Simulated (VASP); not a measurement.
The system is Be4S.

```
CELL_PARAMETERS angstrom
2.20236 1.27153 3.54082
-2.20236 1.27153 3.54082
0.00000 -2.54307 3.54082
ATOMIC_POSITIONS crystal
Be 0.50000 0.50000 0.00000
Be 0.00000 0.50000 0.50000
Be 0.50000 0.00000 0.50000
Be 0.50000 0.50000 0.50000
S 0.00000 0.00000 0.00000
```

| Quantity | Value |
| --- | --- |
| Program | VASP 6.6.1 |
| Task | relaxation of cell and atoms |
| Functional | PBE |
| Potentials or basis | VASP PAW PBE potentials, release 64 (Be, S) |
| Cutoff | 600 eV |
| k mesh | 6 × 6 × 6 |
| Occupations | gaussian, width 0.1 eV |
| Spin | no spin polarisation |

At the start: pressure 3.2 GPa; volume 11.90 Å³/atom.

Question: How do energy, volume and symmetry change on relaxing?

Answer: Over 7 steps the energy falls by 31.0 meV/atom and the volume is 12.93 Å³/atom (+8.7 %); space group R-3m (No. 166, to 0.05 Å).

The path:
```csv
step,energy change (eV),largest force (eV/Å),pressure (GPa),volume (Å³)
1,0.0000,0.0000,3.25,59.49
2,-0.0697,0.0000,1.21,61.58
3,-0.1228,0.0000,-2.81,66.67
4,-0.1259,0.0000,-2.15,65.73
5,-0.1525,0.0000,-0.25,65.12
6,-0.1538,0.0000,-0.60,65.23
7,-0.1552,0.0000,-0.10,64.65
```

Final structure:
```
Be S
1.0
     2.18932    1.26400    3.89347
    -2.18932    1.26400    3.89347
     0.00000   -2.52801    3.89347
Be S
4 1
Direct
  0.50000 0.50000 0.00000
  0.00000 0.50000 0.50000
  0.50000 0.00000 0.50000
  0.50000 0.50000 0.50000
  0.00000 0.00000 0.00000
```
